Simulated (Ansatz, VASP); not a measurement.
## One calculation of Ti, two programs

```xyz
2
Lattice="2.9500 0.0000 0.0000 -1.4750 2.5548 0.0000 0.0000 0.0000 4.6391" Properties=species:S:1:pos:R:3 pbc="T T T"
Ti    0.0000    1.7032    1.1598
Ti    1.4750    0.8516    3.4794
```

Change from the starting cell: zz strain of -1 %, crystal datasets.

Alike in both runs: task electric field gradients; functional PBE; k mesh 13 × 13 × 7; occupations fermi-dirac, width 0.08 eV; no spin polarisation.

|  | VASP | Ansatz |
| --- | --- | --- |
| version | VASP 6.6.1 | Ansatz 0.2.0 |
| potentials or method | VASP PAW PBE potentials, release 64 (Ti_sv), cutoff 400 eV | all-electron PAW with datasets made for the crystal, scalar-relativistic |

VASP gave:

| Quantity | Value |
| --- | --- |
| pressure (GPa) | -1.5 |
| traceless stress, the component that is largest in VASP (GPa) | 0.52 |
| size of Vzz on the site where it differs most (V/Å²) | 18.8 |

Task: What did Ansatz give for the same quantities?

Result: Pressure (GPa): -0.5; traceless stress, the component that is largest in VASP (GPa): 0.50; size of Vzz on the site where it differs most (V/Å²): 20.3.

Ansatz ran all-electron here, and VASP with PAW potentials.
